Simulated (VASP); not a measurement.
Set up this calculation in VASP 6.6.1, as the native input.

```
Task                   : single point
Functional             : LDA
Potentials or basis    : VASP PAW LDA potentials, release 64 (Si, C)
Cutoff                 : 520 eV
k mesh                 : 5 × 5 × 1
Occupations            : fermi-dirac, width 0.05 eV
Spin                   : no spin polarisation
Dipole correction      : no
Further INCAR settings : LREAL = Auto; ALGO = Normal; EDIFF = 1e-06; NBANDS = 46
```

The structure of SiC lies in POSCAR:

```
SiC
1.0
    1.5393410000      2.6662150000      0.0000000000
   -1.5393410000      2.6662150000      0.0000000000
    0.0000000000      0.0000000000     20.1439200000
Si C
8 8
Direct
    0.3481813531      0.3353407934      0.2501363190
    0.6865389310      0.6261117742      0.7481264818
    0.3625756102      0.2871030541      0.6287045918
    0.6465205889      0.6452642071      0.1279272356
   -0.0214679738      0.0345014313     -0.0001340851
   -0.0059212653      0.0239363166      0.4976987597
    0.3490988027      0.3602971012      0.8740328099
    0.6682319990      0.7056928345      0.3741699232
    0.3435553753      0.3470926032      0.9644488262
    0.6627547637      0.6884547224      0.4712939190
    0.0078527772     -0.0709647168      0.0938786989
   -0.0004833384     -0.0619024782      0.5941242320
    0.3664908714      0.3472527689      0.3399512607
    0.6873148280      0.6835404856      0.8478501702
    0.3293858249      0.3451685527      0.7212814090
    0.6591019393      0.6460898776      0.2217897013
```

One way to write it, as run:

INCAR

```
PREC = Accurate ; ENCUT = 520
EDIFF = 1E-6 ; ISMEAR = -1
SIGMA = 0.05 ; LREAL = Auto
LASPH = T ; NELM = 100
ALGO = Normal ; ISIF = 2
LWAVE = F ; LCHARG = T
LELF = T ; LVHAR = T
NBANDS = 46
```

KPOINTS

```
regular mesh
0
Gamma
  5 5 1
```

Potentials or basis: VASP PAW LDA potentials, release 64 (Si, C).

Run with:

```sh
$ cat potpaw_LDA.64/Si/POTCAR potpaw_LDA.64/C/POTCAR > POTCAR
$ mpirun -np 1 vasp_std > vasp.out
```

It gave:

```yaml
Pressure: -1.9 GPa
Largest_force: 3.821 eV/Å
Band_gap_on_the_k_mesh: 1.08 eV, indirect (least direct gap 2.38 eV)
```

Caveat: the k points lie up to 0.47 Å⁻¹ apart; forces of over 1 eV/Å act on the atoms, so gaps and moduli don't describe the material at rest.

It took 94 s on 1 thread of Intel(R) Xeon(R) Platinum 8375C CPU @ 2.90GHz (Ice Lake), on a shared host, peak memory 0.24 GiB.
